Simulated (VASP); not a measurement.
# NbP (I4_1md) in VASP: a series of runs

NbP is run at these levels: r2SCAN; tasks: single point.

All numbers are computed with VASP 6.6.1; they aren't measurements. Logs are shortened: lines on timing, memory, paths and dates and some standing lists are left out, and cuts for length are marked.

## Step 1: The cell of the first run

The structure is tetragonal, space group I4_1md (No. 109). Conventional cell: a = 3.339 Å, b = 3.339 Å, c = 11.457 Å, α = 90.00°, β = 90.00°, γ = 90.00°. Nb (site symmetry 2mm) has 6 P at 2.54 to 2.55 Å and 8 Nb at 3.32 to 3.34 Å within 3.4 Å. Within 3.4 Å of P (site symmetry 2mm) lie 6 Nb at 2.54 to 2.55 Å and 8 P at 3.32 to 3.34 Å.

## Step 2: Single point, r2SCAN (15.97 Å³/atom)

The input, POSCAR:

```
NbP
1.0
   -1.6694874019      1.6694874019      5.7284753592
    1.6694874019     -1.6694874019      5.7284753592
    1.6694874019      1.6694874019     -5.7284753592
Nb P
2 2
Direct
    0.4998375995      0.4998375995      0.0000000000
    0.2498375995      0.7498375995      0.5000000000
    0.0827909705      0.0827909705      0.0000000000
    0.8327909705      0.3327909705      0.5000000000
```

The input, INCAR.step1:

```
SYSTEM = NbP
PREC = Accurate
ENCUT = 520
ISMEAR = 0
SIGMA = 0.05
LREAL = .FALSE.
LASPH = .TRUE.
NELM = 80
NBANDS = 26
GGA = PE
ALGO = Normal
EDIFF = 1E-4
LWAVE = .TRUE.
LCHARG = .FALSE.
```

The input, INCAR.step2:

```
SYSTEM = NbP
PREC = Accurate
ENCUT = 520
EDIFF = 1E-6
ISMEAR = 0
SIGMA = 0.05
LREAL = .FALSE.
LASPH = .TRUE.
NELM = 80
ALGO = Normal
ISIF = 2
LWAVE = .FALSE.
LCHARG = .FALSE.
METAGGA = R2SCAN
LMIXTAU = .TRUE.
NBANDS = 26
ISTART = 1
```

The input, KPOINTS:

```
regular mesh
0
G
  14 14 14
  0 0 0
```

Potentials or basis: VASP PAW PBE potentials, release 64 (Nb_sv, P).

Launch:

```
$ cat potpaw_PBE.64/Nb_sv/POTCAR potpaw_PBE.64/P/POTCAR > POTCAR
$ cp INCAR.step1 INCAR
$ mpirun -np 1 vasp_std > vasp.out
$ cp INCAR.step2 INCAR
$ mpirun -np 1 vasp_std > vasp.out
```

OUTCAR:

```text
SYSTEM = NbP
   PREC = Accurate
   ENCUT = 520
   EDIFF = 1E-6
   ISMEAR = 0
   LREAL = .FALSE.
   LASPH = .TRUE.
   NELM = 80
   ISIF = 2
   METAGGA = R2SCAN
   ISTART = 1

 ion  position               nearest neighbor table
   1  0.500  0.500  0.000-   4 2.54   4 2.54   3 2.55   3 2.55   3 2.55   3 2.55
   2  0.250  0.750  0.500-   3 2.54   3 2.54   4 2.55   4 2.55   4 2.55   4 2.55
   3  0.083  0.083  0.000-   2 2.54   2 2.54   1 2.55   1 2.55   1 2.55   1 2.55
   4  0.833  0.333  0.500-   1 2.54   1 2.54   2 2.55   2 2.55   2 2.55   2 2.55

  LATTYP: Found a body centered tetragonal cell.
 ALAT       =     3.3389748038
 C/A-ratio  =     3.4312779795

  Lattice vectors:

 A1 = (  -1.6694874019,   1.6694874019,   5.7284753592)
 A2 = (   1.6694874019,  -1.6694874019,   5.7284753592)
 A3 = (   1.6694874019,   1.6694874019,  -5.7284753592)

Analysis of symmetry for initial positions (statically):
=====================================================================
 Subroutine PRICEL returns:
 Original cell was already a primitive cell.

 Routine SETGRP: Setting up the symmetry group for a
 body centered tetragonal supercell.

 Subroutine GETGRP returns: Found  8 space group operations
 (whereof  4 operations were pure point group operations)
 out of a pool of 16 trial point group operations.

The static configuration has the point symmetry C_2v.
 The point group associated with its full space group is C_4v.

Analysis of symmetry for dynamics (positions and initial velocities):
=====================================================================
 Subroutine PRICEL returns:
 Original cell was already a primitive cell.

 Routine SETGRP: Setting up the symmetry group for a
 body centered tetragonal supercell.

 Subroutine GETGRP returns: Found  8 space group operations
 (whereof  4 operations were pure point group operations)
 out of a pool of 16 trial point group operations.

The dynamic configuration has the point symmetry C_2v.
 The point group associated with its full space group is C_4v.

 Subroutine INISYM returns: Found  8 space group operations
 (whereof  4 operations are pure point group operations),
 and found     1 'primitive' translations

----------------------------------------------------------------------------------------

                                     Primitive cell

  volume of cell :      63.8654

  direct lattice vectors                    reciprocal lattice vectors
    -1.669487402  1.669487402  5.728475359     0.000000000  0.299493126  0.087283259
     1.669487402 -1.669487402  5.728475359     0.299493126  0.000000000  0.087283259
     1.669487402  1.669487402 -5.728475359     0.299493126  0.299493126  0.000000000

  length of vectors
     6.195950800  6.195950800  6.195950800     0.311952720  0.311952720  0.423547240

  position of ions in fractional coordinates (direct lattice)
     0.499837599  0.499837599  0.000000000
     0.249837599  0.749837599  0.500000000
     0.082790970  0.082790970  0.000000000
     0.832790970  0.332790970  0.500000000

  ion indices of the primitive-cell ions
   primitive index   ion index
                 1           1
                 2           2
                 3           3
                 4           4

----------------------------------------------------------------------------------------

 KPOINTS: regular mesh

Automatic generation of k-mesh.
 Grid dimensions read from file:
 generate k-points for:   14   14   14

 Generating k-lattice:

  Cartesian coordinates                     Fractional coordinates (reciprocal lattice)
     0.000000000  0.021392366  0.006234519     0.071428571  0.000000000  0.000000000
     0.021392366  0.000000000  0.006234519     0.000000000  0.071428571  0.000000000
     0.021392366  0.021392366  0.000000000     0.000000000  0.000000000  0.071428571

  Length of vectors
     0.022282337  0.022282337  0.030253374

  Shift w.r.t. Gamma in fractional coordinates (k-lattice)
     0.000000000  0.000000000  0.000000000

 Subroutine IBZKPT returns following result:
 ===========================================

 Found    244 irreducible k-points:

 Following reciprocal coordinates:
            Coordinates               Weight
  0.000000  0.000000  0.000000      1.000000
  0.071429  0.000000  0.000000      8.000000
  0.142857  0.000000 -0.000000      8.000000
  0.214286  0.000000 -0.000000      8.000000
  0.285714  0.000000 -0.000000      8.000000
  0.357143  0.000000 -0.000000      8.000000
[... 16 lines left out ...]
  0.214286  0.142857 -0.000000     16.000000
  0.285714  0.142857 -0.000000     16.000000
 [... further k-points ...]
   k-points           NKPTS =    244   k-points in BZ     NKDIM =    244   number of bands    NBANDS=     26
   number of dos      NEDOS =    301   number of ions     NIONS =      4
   total plane-waves  NPLWV = 110592
   dimension x,y,z NGX =    48 NGY =   48 NGZ =   48
   dimension x,y,z NGXF=    96 NGYF=   96 NGZF=   96
   ions per type =               2   2
   NGX,Y,Z   is equivalent  to a cutoff of  12.88, 12.88, 12.88 a.u.
   NGXF,Y,Z  is equivalent  to a cutoff of  25.76, 25.76, 25.76 a.u.
 SYSTEM =  NbP
   PREC   = accura    normal or accurate (medium, high low for compatibility)
   ISTART =      1    job   : 0-new  1-cont  2-samecut
   ICHARG =      0    charge: 1-file 2-atom 10-const
   ISPIN  =      1    spin polarized calculation?
   LNONCOLLINEAR =      F non collinear calculations
   LSORBIT =      F    spin-orbit coupling
   LASPH  =      T    aspherical Exc in radial PAW
   ENCUT  =  520.0 eV  38.22 Ry    6.18 a.u.  11.52 11.52 11.52*2*pi/ulx,y,z
   NELM   =     80;   NELMIN=  2; NELMDL=  0     # of ELM steps
   EDIFF  = 0.1E-05   stopping-criterion for ELM
   LREAL  =      F    real-space projection
   EDIFFG = 0.1E-04   stopping-criterion for IOM
   NSW    =      0    number of steps for IOM
   IBRION =     -1    ionic relax: 0-MD 1-quasi-New 2-CG
   NFREE  =      0    steps in history (QN), initial steepest desc. (CG)
   ISIF   =      2    stress and relaxation
   ISYM   =      2    0-nonsym 1-usesym 2-fastsym
   POTIM  = 0.5000    time-step for ionic-motion
   TEBEG  =    0.0;   TEEND  =   0.0 temperature during run
   PSTRESS=    0.0 pullay stress
   NELECT =      36.0000    total number of electrons
   NUPDOWN=      -1.0000    fix difference up-down
   EMIN   =  10.00;   EMAX   =-10.00  energy-range for DOS
   EFERMI =   0.00;   METHOD = LEGACY
   ISMEAR =     0;   SIGMA  =   0.05  broadening in eV -4-tet -1-fermi 0-gaus
   EFERMI_NEDOS =   21; number of points for ismear=-14 and -15
   IALGO  =     38    algorithm
   IMIX   =      4    mixing-type and parameters
     AMIX     =   0.40;   BMIX     =  1.00
     AMIX_MAG =   1.60;   BMIX_MAG =  1.00
  volume/ion in A,a.u.               =      15.97       107.75
  Fermi-wavevector in a.u.,A,eV,Ry     =   1.352344  2.555560 24.882806  1.828835
  Thomas-Fermi vector in A             =   2.479691
   LORBIT       =      0    0 simple, 1 ext, 2 COOP (PROOUT), +10 PAW based schemes
   METAGGA = R2SCAN    functional components
   LHFCALC =     F    Hartree Fock is set to
   AEXX    =    0.0000 exact exchange contribution
   IVDW    =     0    specifies the selected vdW correction
   LEPSILON=     F    determine dielectric tensor
   LRPA    =     F    only Hartree local field effects (RPA)
 non-spin polarized calculation
 Gauss-broadening in eV      SIGMA  =   0.05
  energy-cutoff  :      520.00
  volume of cell :       63.87
 maximum number of plane-waves:      1738
 NGX is ok and might be reduce to    48
   NGX = 23   NGY = 23   NGZ = 23

 number of electron      36.0000000 magnetization

 Free energy of the ion-electron system (eV)
  ---------------------------------------------------
  ext. energy  EPLUGINS =         0.00000000
  ---------------------------------------------------
  free energy    TOTEN  =       -72.05802530 eV

  energy without entropy =      -72.05751441  energy(sigma->0) =      -72.05776986

 E-fermi :  10.7112     XC(G=0): -12.8855

 val. band max:       10.7087921361   @ k =  -0.0714   0.5000   0.0714
 cond. band min:      10.7140942142   @ k =  -0.0714  -0.4286   0.0714
 fundamental gap:      0.0053020782
 Fermi energy:        10.7111572897

 k-point     1 :       0.0000    0.0000    0.0000
  band No.  band energies     occupation
      1     -46.1031      2.00000
      2     -46.0607      2.00000
      3     -21.6826      2.00000
      4     -21.4509      2.00000
      5     -21.4509      2.00000
      6     -21.3038      2.00000
[... 18 lines left out ...]
     25      15.0100      0.00000
     26      15.0100      0.00000

 k-point     2 :       0.0714    0.0000    0.0000
  band No.  band energies     occupation
      1     -46.1017      2.00000
      2     -46.0601      2.00000
      3     -21.6773      2.00000
      4     -21.4662      2.00000
      5     -21.4497      2.00000
      6     -21.3194      2.00000
[... 18 lines left out ...]
     25      15.0099      0.00000
     26      15.2726      0.00000

 k-point     3 :       0.1429    0.0000   -0.0000
  band No.  band energies     occupation
      1     -46.0978      2.00000
      2     -46.0586      2.00000
      3     -21.6631      2.00000
      4     -21.5077      2.00000
      5     -21.4462      2.00000
      6     -21.3600      2.00000
[... 18 lines left out ...]
     25      15.2887      0.00000
     26      15.8952      0.00000

 k-point     4 :       0.2143    0.0000   -0.0000
  band No.  band energies     occupation
      1     -46.0919      2.00000
      2     -46.0565      2.00000
      3     -21.6488      2.00000
      4     -21.5604      2.00000
      5     -21.4412      2.00000
      6     -21.4149      2.00000
[... 18 lines left out ...]
     25      15.6427      0.00000
     26      16.5978      0.00000

 k-point     5 :       0.2857    0.0000   -0.0000
  band No.  band energies     occupation
      1     -46.0852      2.00000
      2     -46.0544      2.00000
      3     -21.6688      2.00000
      4     -21.5838      2.00000
      5     -21.4696      2.00000
      6     -21.4356      2.00000
[... 18 lines left out ...]
     25      15.7271      0.00000
     26      17.1356      0.00000

 k-point     6 :       0.3571    0.0000   -0.0000
  band No.  band energies     occupation
      1     -46.0788      2.00000
      2     -46.0528      2.00000
      3     -21.7195      2.00000
      4     -21.5845      2.00000
      5     -21.5012      2.00000
      6     -21.4305      2.00000
[... 427 lines left out ...]
 k-point    21 :      -0.0714    0.0714    0.0000
  band No.  band energies     occupation
      1     -46.1006      2.00000
      2     -46.0593      2.00000
      3     -21.6746      2.00000
      4     -21.4667      2.00000
      5     -21.4627      2.00000
      6     -21.3203      2.00000
[... 18 lines left out ...]
     25      14.9493      0.00000
     26      15.3935      0.00000

 k-point    22 :       0.1429    0.1429   -0.0000
  band No.  band energies     occupation
      1     -46.0916      2.00000
      2     -46.0574      2.00000
      3     -21.6366      2.00000
      4     -21.5120      2.00000
      5     -21.4947      2.00000
      6     -21.3595      2.00000
[... 18 lines left out ...]
     25      15.2064      0.00000
     26      15.8928      0.00000

 k-point    23 :       0.2143    0.1429   -0.0000
  band No.  band energies     occupation
      1     -46.0855      2.00000
      2     -46.0555      2.00000
      3     -21.6236      2.00000
      4     -21.5566      2.00000
      5     -21.4948      2.00000
      6     -21.4063      2.00000
[... 18 lines left out ...]
     25      15.5962      0.00000
     26      16.2370      0.00000

 k-point    24 :       0.2857    0.1429   -0.0000
  band No.  band energies     occupation
      1     -46.0787      2.00000
      2     -46.0536      2.00000
      3     -21.6559      2.00000
      4     -21.5694      2.00000
      5     -21.4889      2.00000
      6     -21.4562      2.00000
[... 18 lines left out ...]
     25      15.7773      0.00000
     26      16.5871      0.00000

 [... further k-points ...]
[... 5 lines left out ...]
  --------------------------------------------------------------------------------------
  -------------------------------------------------------------------------------------
  Total       -0.1627560     -0.1627560     -0.1661156      0.0000000      0.0000000      0.0000000
  in kB       -4.0830259     -4.0830259     -4.1673087      0.0000000      0.0000000      0.0000000
  external PRESSURE =      -4.1111202 kB  Pullay stress =       0.0000000 kB

 VOLUME and BASIS-vectors are now :
 -----------------------------------------------------------------------------
  energy-cutoff  :      520.00
  volume of cell :       63.87
      direct lattice vectors                 reciprocal lattice vectors
    -1.669487402  1.669487402  5.728475359     0.000000000  0.299493126  0.087283259
     1.669487402 -1.669487402  5.728475359     0.299493126  0.000000000  0.087283259
     1.669487402  1.669487402 -5.728475359     0.299493126  0.299493126  0.000000000

 POSITION                                       TOTAL-FORCE (eV/Angst)
 -----------------------------------------------------------------------------------
      0.00000      0.00000      5.72661        -0.000000     -0.000000      0.001119
      1.66949     -0.00000      2.86238         0.000000      0.000000      0.001119
      0.00000      0.00000      0.94853        -0.000000      0.000000     -0.001119
      0.00000      1.66949      3.81277         0.000000     -0.000000     -0.001119
 -----------------------------------------------------------------------------------
    total drift:                                0.000000      0.000000      0.000405

  FREE ENERGIE OF THE ION-ELECTRON SYSTEM (eV)
  ---------------------------------------------------
  free  energy   TOTEN  =       -72.0580253043 eV

  energy  without entropy=      -72.0575144122  energy(sigma->0) =      -72.05776986
```

Run time: 25 min. Hardware: 1 thread of Intel Xeon 6975P-C (Granite Rapids), shared host; peak memory 0.59 GiB.

Results:

```
Free energy            : -72.0580 eV
Pressure               : -0.4 GPa
Band gap on the k mesh : zero (bands 18 and 19 overlap by 0.16 eV)
```

Levels at points of the mesh, in eV from the Fermi level:
| k point | band 14 | band 15 | band 16 | band 17 | band 18 | band 19 | band 20 | band 21 | band 22 | band 23 |
| --- | --- | --- | --- | --- | --- | --- | --- | --- | --- | --- |
| (0.00, 0.00, 0.00) | -2.44 | -2.26 | -1.82 | -1.50 | -1.50 | 0.87 | 1.68 | 2.81 | 3.30 | 3.30 |
| (0.50, 0.00, 0.00) | -3.46 | -2.52 | -2.06 | -1.62 | -0.19 | 0.08 | 1.39 | 2.61 | 2.82 | 3.49 |
| (0.50, 0.50, 0.00) | -4.93 | -3.10 | -3.10 | -0.53 | -0.53 | 3.17 | 3.17 | 3.24 | 3.24 | 4.31 |
| (0.50, 0.50, 0.50) | -2.92 | -2.80 | -2.80 | -0.66 | -0.66 | 1.25 | 1.25 | 2.44 | 2.44 | 3.81 |

Caveat: the PAW data sets were made with another functional, which shifts forces and pressure a little.

[end of part 1 of 2]

The gap in the log of VASP goes by the Fermi energy; the results here count the filled bands.